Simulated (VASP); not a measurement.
# W (Im-3m) in VASP: single point with r2SCAN

Aim: the single point of W with r2SCAN.

All numbers are computed with VASP 6.6.1; they aren't measurements. Logs are shortened: lines on timing, memory, paths and dates and some standing lists are left out, and cuts for length are marked.

### 1 The cell of the first run

Symmetry: Im-3m, No. 229, cubic system. Conventional cell: a = 3.214 Å, b = 3.214 Å, c = 3.214 Å, α = 90.00°, β = 90.00°, γ = 90.00°. W (site symmetry m-3m) has 14 W at 2.78 to 3.21 Å within 3.7 Å.

### 2 Single point, r2SCAN

POSCAR

```
W
1.0
    0.0000000000      0.0000000000      3.2143264600
    3.2143264600      0.0000000000      0.0000000000
    0.0000000000      3.2143264600      0.0000000000
W
2
Direct
    0.0000000000      0.0000000000      0.0000000000
    0.5000000000      0.5000000000      0.5000000000
```

INCAR.step1

```
PREC = Accurate
ENCUT = 550
ISMEAR = 0
SIGMA = 0.2686
LREAL = F
LASPH = T
NELM = 120
NBANDS = 21
GGA = PE
ALGO = Normal
EDIFF = 1E-5
LWAVE = T
LCHARG = F
GGA_COMPAT = F
```

INCAR.step2

```
PREC = Accurate
ENCUT = 550
EDIFF = 1E-6
ISMEAR = 0
SIGMA = 0.2686
LREAL = F
LASPH = T
NELM = 120
ALGO = Normal
ISIF = 2
LWAVE = F
LCHARG = T
METAGGA = R2SCAN
LMIXTAU = T
LELF = T
LVHAR = T
NBANDS = 21
ISTART = 1
GGA_COMPAT = F
```

KPOINTS

```
regular mesh
0
Gamma
  10 10 10
```

Potentials or basis: VASP PAW PBE potentials, release 64 (W_sv).

The run is started by

```console
$ cat potpaw_PBE.64/W_sv/POTCAR > POTCAR
$ cp INCAR.step1 INCAR
$ mpirun -np 1 vasp_std > vasp.out
$ cp INCAR.step2 INCAR
$ mpirun -np 1 vasp_std > vasp.out
```

OUTCAR:

```text
PREC = Accurate
   ENCUT = 550
   EDIFF = 1E-6
   ISMEAR = 0
   LREAL = F
   LASPH = T
   NELM = 120
   ISIF = 2
   METAGGA = R2SCAN
   ISTART = 1

 ion  position               nearest neighbor table
   1  0.000  0.000  0.000-   2 2.78   2 2.78   2 2.78   2 2.78   2 2.78   2 2.78   2 2.78   2 2.78

   2  0.500  0.500  0.500-   1 2.78   1 2.78   1 2.78   1 2.78   1 2.78   1 2.78   1 2.78   1 2.78

  LATTYP: Found a simple cubic cell.
 ALAT       =     3.2143264600

  Lattice vectors:

 A1 = (   0.0000000000,   0.0000000000,   3.2143264600)
 A2 = (   3.2143264600,   0.0000000000,   0.0000000000)
 A3 = (   0.0000000000,   3.2143264600,   0.0000000000)

Analysis of symmetry for initial positions (statically):
=====================================================================
 Subroutine PRICEL returns following result:

  LATTYP: Found a body centered cubic cell.
 ALAT       =     3.2143264600

  Lattice vectors:

 A1 = (   1.6071632300,  -1.6071632300,   1.6071632300)
 A2 = (   1.6071632300,   1.6071632300,  -1.6071632300)
 A3 = (  -1.6071632300,   1.6071632300,   1.6071632300)

   2 primitive cells build up your supercell.

 Routine SETGRP: Setting up the symmetry group for a
 simple cubic supercell.

 Subroutine GETGRP returns: Found 48 space group operations
 (whereof 48 operations were pure point group operations)
 out of a pool of 48 trial point group operations.

The static configuration has the point symmetry O_h .

Analysis of symmetry for dynamics (positions and initial velocities):
=====================================================================
 Subroutine PRICEL returns following result:

  LATTYP: Found a body centered cubic cell.
 ALAT       =     3.2143264600

  Lattice vectors:

 A1 = (   1.6071632300,  -1.6071632300,   1.6071632300)
 A2 = (   1.6071632300,   1.6071632300,  -1.6071632300)
 A3 = (  -1.6071632300,   1.6071632300,   1.6071632300)

   2 primitive cells build up your supercell.

 Routine SETGRP: Setting up the symmetry group for a
 simple cubic supercell.

 Subroutine GETGRP returns: Found 48 space group operations
[... 85 lines left out ...]
   total plane-waves  NPLWV =  21952
   dimension x,y,z NGX =    28 NGY =   28 NGZ =   28
   dimension x,y,z NGXF=    56 NGYF=   56 NGZF=   56
   ions per type =               2
   NGX,Y,Z   is equivalent  to a cutoff of  14.48, 14.48, 14.48 a.u.
   NGXF,Y,Z  is equivalent  to a cutoff of  28.96, 28.96, 28.96 a.u.
 SYSTEM =  unknown system
   PREC   = accura    normal or accurate (medium, high low for compatibility)
   ISTART =      1    job   : 0-new  1-cont  2-samecut
   ICHARG =      0    charge: 1-file 2-atom 10-const
   ISPIN  =      1    spin polarized calculation?
   LNONCOLLINEAR =      F non collinear calculations
   LSORBIT =      F    spin-orbit coupling
   LASPH  =      T    aspherical Exc in radial PAW
   ENCUT  =  550.0 eV  40.42 Ry    6.36 a.u.   6.15  6.15  6.15*2*pi/ulx,y,z
   NELM   =    120;   NELMIN=  2; NELMDL=  0     # of ELM steps
   EDIFF  = 0.1E-05   stopping-criterion for ELM
   LREAL  =      F    real-space projection
   EDIFFG = 0.1E-04   stopping-criterion for IOM
   NSW    =      0    number of steps for IOM
   IBRION =     -1    ionic relax: 0-MD 1-quasi-New 2-CG
   NFREE  =      0    steps in history (QN), initial steepest desc. (CG)
   ISIF   =      2    stress and relaxation
   ISYM   =      2    0-nonsym 1-usesym 2-fastsym
   POTIM  = 0.5000    time-step for ionic-motion
   TEBEG  =    0.0;   TEEND  =   0.0 temperature during run
   PSTRESS=    0.0 pullay stress
   NELECT =      28.0000    total number of electrons
   NUPDOWN=      -1.0000    fix difference up-down
   EMIN   =  10.00;   EMAX   =-10.00  energy-range for DOS
   EFERMI =   0.00;   METHOD = LEGACY
   ISMEAR =     0;   SIGMA  =   0.27  broadening in eV -4-tet -1-fermi 0-gaus
   EFERMI_NEDOS =   21; number of points for ismear=-14 and -15
   IALGO  =     38    algorithm
   IMIX   =      4    mixing-type and parameters
     AMIX     =   0.40;   BMIX     =  1.00
     AMIX_MAG =   1.60;   BMIX_MAG =  1.00
  volume/ion in A,a.u.               =      16.61       112.06
  Fermi-wavevector in a.u.,A,eV,Ry     =   1.546575  2.922602 32.543678  2.391893
  Thomas-Fermi vector in A             =   2.651791
   LORBIT       =      0    0 simple, 1 ext, 2 COOP (PROOUT), +10 PAW based schemes
   METAGGA = R2SCAN    functional components
   LHFCALC =     F    Hartree Fock is set to
   AEXX    =    0.0000 exact exchange contribution
   IVDW    =     0    specifies the selected vdW correction
   LEPSILON=     F    determine dielectric tensor
   LRPA    =     F    only Hartree local field effects (RPA)
 non-spin polarized calculation
 Gauss-broadening in eV      SIGMA  =   0.27
  energy-cutoff  :      550.00
  volume of cell :       33.21
 maximum number of plane-waves:       996
 NGX is ok and might be reduce to    28
   NGX = 13   NGY = 13   NGZ = 13

 number of electron      27.9999999 magnetization

 Free energy of the ion-electron system (eV)
  ---------------------------------------------------
  ext. energy  EPLUGINS =         0.00000000
  ---------------------------------------------------
  free energy    TOTEN  =      -102.67563363 eV

  energy without entropy =     -102.64807822  energy(sigma->0) =     -102.66185593

 E-fermi :  10.6218     XC(G=0): -14.6613

 val. band max:       10.5535465431   @ k =   0.3000   0.0000   0.0000
 cond. band min:      10.6266226674   @ k =   0.5000   0.5000   0.1000
 fundamental gap:      0.0730761244
 Fermi energy:        10.6217596929

 k-point     1 :       0.0000    0.0000    0.0000
  band No.  band energies     occupation
      1     -65.5518      2.00000
      2     -65.3367      2.00000
      3     -29.3067      2.00000
      4     -29.3067      2.00000
      5     -29.3067      2.00000
      6     -28.4792      2.00000
[... 565 lines left out ...]
     20      16.6893      0.00000
     21      22.8664      0.00000

 [... further k-points ...]
[... 5 lines left out ...]
  --------------------------------------------------------------------------------------
  -------------------------------------------------------------------------------------
  Total       -2.3913442     -2.3913442     -2.3913442      0.0000000     -0.0000000      0.0000000
  in kB     -115.3672984   -115.3672984   -115.3672984      0.0000000     -0.0000000      0.0000000
  external PRESSURE =    -115.3672984 kB  Pullay stress =       0.0000000 kB

 VOLUME and BASIS-vectors are now :
 -----------------------------------------------------------------------------
  energy-cutoff  :      550.00
  volume of cell :       33.21
      direct lattice vectors                 reciprocal lattice vectors
     0.000000000  0.000000000  3.214326460     0.000000000  0.000000000  0.311107167
     3.214326460  0.000000000  0.000000000     0.311107167  0.000000000  0.000000000
     0.000000000  3.214326460  0.000000000     0.000000000  0.311107167  0.000000000

 POSITION                                       TOTAL-FORCE (eV/Angst)
 -----------------------------------------------------------------------------------
      0.00000      0.00000      0.00000         0.000000      0.000000      0.000000
      1.60716      1.60716      1.60716        -0.000000     -0.000000     -0.000000
 -----------------------------------------------------------------------------------
    total drift:                                0.000000      0.000000      0.000000

  FREE ENERGIE OF THE ION-ELECTRON SYSTEM (eV)
  ---------------------------------------------------
  free  energy   TOTEN  =      -102.6756336332 eV

  energy  without entropy=     -102.6480782173  energy(sigma->0) =     -102.66185593
```

OUTCAR.step1:

```text
PREC = Accurate
   ENCUT = 550
   ISMEAR = 0
   LREAL = F
   LASPH = T
[... 816 lines left out ...]
 -----------------------------------------------------------------------------------
      0.00000      0.00000      0.00000        -0.000000      0.000000      0.000000
      1.60716      1.60716      1.60716         0.000000     -0.000000     -0.000000
 -----------------------------------------------------------------------------------
    total drift:                                0.000000      0.000000      0.000000

  FREE ENERGIE OF THE ION-ELECTRON SYSTEM (eV)
  ---------------------------------------------------
  free  energy   TOTEN  =       -25.9072265951 eV

  energy  without entropy=      -25.8764917045  energy(sigma->0) =      -25.89185915
```

OSZICAR.step1:

```text
N       E                     dE             d eps       ncg     rms          rms(c)
DAV:   1     0.273397838388E+03    0.27340E+03   -0.16303E+04  2360   0.159E+03
DAV:   2    -0.179956086893E+02   -0.29139E+03   -0.28293E+03  2562   0.462E+02
DAV:   3    -0.271323963469E+02   -0.91368E+01   -0.89664E+01  2674   0.797E+01
DAV:   4    -0.272207319065E+02   -0.88336E-01   -0.88291E-01  2542   0.836E+00
DAV:   5    -0.272216588212E+02   -0.92691E-03   -0.92691E-03  2645   0.880E-01    0.272E+01
DAV:   6    -0.261755402045E+02    0.10461E+01   -0.13197E+00  2617   0.110E+01    0.104E+01
DAV:   7    -0.259157442389E+02    0.25980E+00   -0.68317E-01  2679   0.731E+00    0.981E-01
DAV:   8    -0.259072958220E+02    0.84484E-02   -0.11630E-02  2402   0.110E+00    0.118E-01
DAV:   9    -0.259072369285E+02    0.58894E-04   -0.44808E-04  2730   0.185E-01    0.617E-02
DAV:  10    -0.259072245093E+02    0.12419E-04   -0.27318E-05  2308   0.556E-02    0.276E-02
DAV:  11    -0.259072265951E+02   -0.20858E-05   -0.17784E-06  1236   0.977E-03
   1 F= -.25907227E+02 E0= -.25891859E+02  d E =-.307349E-01
```

Wall time 98 s (1 thread of AMD EPYC 9R14 (Zen 4), shared host); peak memory 0.15 GiB.

What came out:

```yaml
Free_energy: -102.6756 eV
Pressure: -11.5 GPa
Band_gap_on_the_k_mesh: zero (band 14 reaches 11.07 eV, above the bottom of band 15 at 10.07 eV)
```

Caveat: the PAW data sets were made with another functional, which shifts forces and pressure a little; spin-orbit coupling is left out, which moves the levels of the heavy elements.
